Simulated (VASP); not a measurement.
Set up this calculation in VASP 6.6.1, as the native input.

```yaml
Task: relaxation of cell and atoms
Functional: PBEsol
Potentials_or_basis: VASP PAW PBE potentials, release 64 (Lu)
Cutoff: 600 eV
k_mesh: 9 × 9 × 9
Occupations: fermi-dirac, width 0.1 eV
Spin: no spin polarisation
Dipole_correction: no
Further_INCAR_settings: ALGO = Normal; EDIFF = 1e-07; IBRION = 2; EDIFFG = -0.03; NSW = 80; ISIF = 3
```

The structure of Lu lies in POSCAR:

```
Lu
1.0
    1.9450000000      1.9450000000      1.9450000000
   -1.9450000000      1.9450000000      1.9450000000
   -1.9450000000     -1.9450000000      1.9450000000
Lu
1
Direct
    0.0000000000      0.0000000000      0.0000000000
```

This isn't the form of Lu at room conditions, which is hcp.

The input as run:

INCAR

```
SYSTEM = Lu
PREC = Accurate
ENCUT = 600
EDIFF = 1E-7
ISMEAR = -1
SIGMA = 0.1
LREAL = .False.
LASPH = .True.
NELM = 80
ALGO = Normal
ISIF = 3
LWAVE = .False.
LCHARG = .False.
GGA = PS
IBRION = 2
NSW = 80
EDIFFG = -0.03
```

KPOINTS

```
regular mesh
0
Gamma
  9 9 9
  0 0 0
```

Potentials or basis: VASP PAW PBE potentials, release 64 (Lu).

Run with:

```bash
$ cat potpaw_PBE.64/Lu/POTCAR > POTCAR
$ mpirun -np 1 vasp_std > vasp.out
```

It gave:

```yaml
Relaxed_volume: 28.11 Å³/atom
Relaxed_cell: a = 3.317 Å, b = 3.317 Å, c = 3.317 Å, α = 70.53°, β = 109.47°, γ = 70.53°
Space_group_after_relaxing_to_0.1_Å: Im-3m (No. 229)
Energy_gained_by_relaxing: 8.4 meV/atom
Ionic_steps: 3
Pressure_after_relaxing: 0.0 GPa
Band_gap_on_the_k_mesh: zero (an odd number of electrons rules out a gap without spin polarisation)
```

Caveat: the PAW data sets were made with another functional, which shifts forces and pressure a little; spin-orbit coupling is left out, which moves the levels of the heavy elements.

Wall time 29 s on 1 thread of Intel(R) Xeon(R) 6975P-C (Granite Rapids), with other jobs on the host, peak memory 0.18 GiB.
